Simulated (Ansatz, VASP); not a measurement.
**Two plane-wave programs on Mg6F**

Contents of INCAR:

```
ALGO = Normal
DIPOL = 0.5 0.5 0.315
EDIFF = 1E-6
ENCUT = 520
GGA = PE
IDIPOL = 3
ISIF = 2
ISMEAR = 0
LASPH = T
LCHARG = F
LDIPOL = T
LREAL = F
LWAVE = F
NBANDS = 18
NELM = 60
PREC = Accurate
SIGMA = 0.1
```

File KPOINTS:

```
k-points
0
Gamma
  9 4 1
```

POSCAR

```
Mg6F
1.0
    3.2034417932      0.0000000000      0.0000000000
   -1.6017208966      7.8153198520      0.0000000000
    0.0000000000      0.0000000000     20.9851131634
Mg F
6 1
Direct
    0.8493879956      0.6987759913      0.1906113143
    0.5210014932      0.0420029864      0.2197581863
    0.1926149907      0.3852299814      0.2489050583
    0.3710660944      0.7414803149      0.3283003664
    0.0426232582      0.0834482649      0.3542380799
    0.7128162912      0.4251093731      0.3805132287
    0.7128162912      0.8001093731      0.4820137535
```

Input for Ansatz:

```yaml
crystal:
  lattice:
    - [3.2034417932, 0.0, 0.0]
    - [-1.6017208966, 7.815319852, 0.0]
    - [0.0, 0.0, 20.9851131634]
  atoms:
    - { symbol: Mg, position: [0.8493879956, 0.6987759913, 0.1906113143] }
    - { symbol: Mg, position: [0.5210014932, 0.0420029864, 0.2197581863] }
    - { symbol: Mg, position: [0.1926149907, 0.3852299814, 0.2489050583] }
    - { symbol: Mg, position: [0.3710660944, 0.7414803149, 0.3283003664] }
    - { symbol: Mg, position: [0.0426232582, 0.0834482649, 0.3542380799] }
    - { symbol: Mg, position: [0.7128162912, 0.4251093731, 0.3805132287] }
    - { symbol: F, position: [0.7128162912, 0.8001093731, 0.4820137535] }
basis:
  ecutwfc: 420
kpoints:
  mp_grid: { grid: [9, 4, 1] }
hamiltonian:
  xc: pbe
scf:
  occupations: { method: gaussian, width: 0.1 }
output:
  forces: true
  eigenvalues: true
efield:
  axis: 3
  dipole_correction: true
  ramp_width: 0.04
```

Alike in both runs: task single point; functional PBE; k mesh 9 × 4 × 1; occupations gaussian, width 0.1 eV; no spin polarisation.

|  | VASP | Ansatz |
| --- | --- | --- |
| version | VASP 6.6.1 | Ansatz 0.2.0 |
| potentials or method | VASP PAW PBE potentials, release 64 (Mg, F), cutoff 520 eV | scalar-relativistic, plane waves, PAW |
| valence electrons in the cell | 19 | 67 |

|  | VASP | Ansatz | Ansatz less VASP |
| --- | --- | --- | --- |
| gap on the k mesh at the Fermi level (eV) | none | none | - |
| rms of the force components (eV/Å) | 0.398 | 0.399 | +0.0018 |

Atom by atom the forces differ by 0.004 eV/Å (rms over components). A gap of «none» marks a metal or a gap that the smearing closes. The functional is the same, so the differences come from potentials, cutoffs and numerics. VASP's potentials hold 19 valence electrons a cell and Ansatz's 67, so a difference there can come from the potentials and not from the codes.
